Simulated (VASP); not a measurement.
**As: single point with PBE+D3(BJ)**

The system is As, a slab with vacuum.

```
As
1.0
     3.57134    0.00000    0.00000
    -1.78567    3.09287    0.00000
     0.00000    0.00000   20.29528
As
4
Direct
  0.33333 0.66667 0.29058
  0.66667 0.33333 0.22173
  0.16667 0.33333 0.52987
  0.50000 0.00000 0.46101
```

This cell differs from its parent crystal: layers slid over each other, then relaxed in part.

```yaml
Program: VASP 6.6.1
Task: single point
Functional: PBE
Dispersion: D3(BJ)
Potentials_or_basis: VASP PAW PBE potentials, release 64 (As_d)
Cutoff: 400 eV
k_mesh: 9 × 9 × 1
Occupations: gaussian, width 0.05 eV
Spin: no spin polarisation
Dipole_correction: yes
Further_INCAR_settings: ALGO = Normal; EDIFF = 1e-06; NBANDS = 38; NELMDL = -8
```

| Property | Result |
| --- | --- |
| Largest force | 0.049 eV/Å |
| Band gap on the k mesh | 1.08 eV (least direct gap 1.62 eV) |
| Dispersion energy per atom | -0.266 eV |

Forces on the atoms (eV/Å):
```
As   0.000 -0.042  0.025
As   0.000 -0.030 -0.026
As   0.000  0.030  0.026
As   0.000  0.042 -0.025
```

Levels at points of the mesh, in eV from the valence-band top:
| k point | band 28 | band 29 | band 30 | band 31 | band 32 | band 33 |
| --- | --- | --- | --- | --- | --- | --- |
| (0.00, 0.00, 0.00) | -0.16 | -0.15 | -0.08 | 1.76 | 2.30 | 3.29 |

Run time: 110 s on 1 thread of Intel(R) Xeon(R) 6975P-C (Granite Rapids) (shared host), peak memory 0.32 GiB.

Caveat: the cell differs from its parent crystal (layers slid over each other, then relaxed in part).
